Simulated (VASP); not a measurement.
**Ca: single point with revPBE**

Crystal: Ca.

```
CELL_PARAMETERS angstrom
3.59096 0.00000 0.00000
0.00000 3.59096 0.00000
0.00000 0.00000 3.59096
ATOMIC_POSITIONS crystal
Ca 0.00000 0.00000 0.00000
```

```
Program                : VASP 6.6.1
Task                   : single point
Functional             : revPBE
Potentials or basis    : VASP PAW PBE potentials, release 64 (Ca_sv)
Cutoff                 : 520 eV
k mesh                 : 10 × 10 × 10
Occupations            : fermi-dirac, width 0.1 eV
Spin                   : no spin polarisation
Dipole correction      : no
Further INCAR settings : ALGO = Normal; EDIFF = 1e-06; NBANDS = 11
```

- Pressure: -0.1 GPa
- Band gap on the k mesh: zero (band 5 reaches 2.34 eV, above the bottom of band 6 at 1.06 eV)

Levels at points of the mesh, in eV from the Fermi level:
```
           k point  band 2  band 3  band 4  band 5  band 6  band 7  band 8  band 9
(0.00, 0.00, 0.00)  -23.33  -23.33  -23.33   -3.76    0.85    0.85    3.85    3.85
(0.50, 0.00, 0.00)  -23.49  -23.31  -23.31   -1.21   -0.58    1.32    2.74    2.74
(0.50, 0.50, 0.00)  -23.47  -23.47  -23.30   -0.30    0.86    2.12    2.12    3.01
(0.50, 0.50, 0.50)  -23.45  -23.45  -23.45    0.71    0.71    0.71    4.54    4.54
```

Wall time 23 s on 1 thread of AMD EPYC 9R45 (Zen 5), on a shared host, peak memory 0.14 GiB.

Caveat: the PAW data sets were made with another functional, which shifts forces and pressure a little.
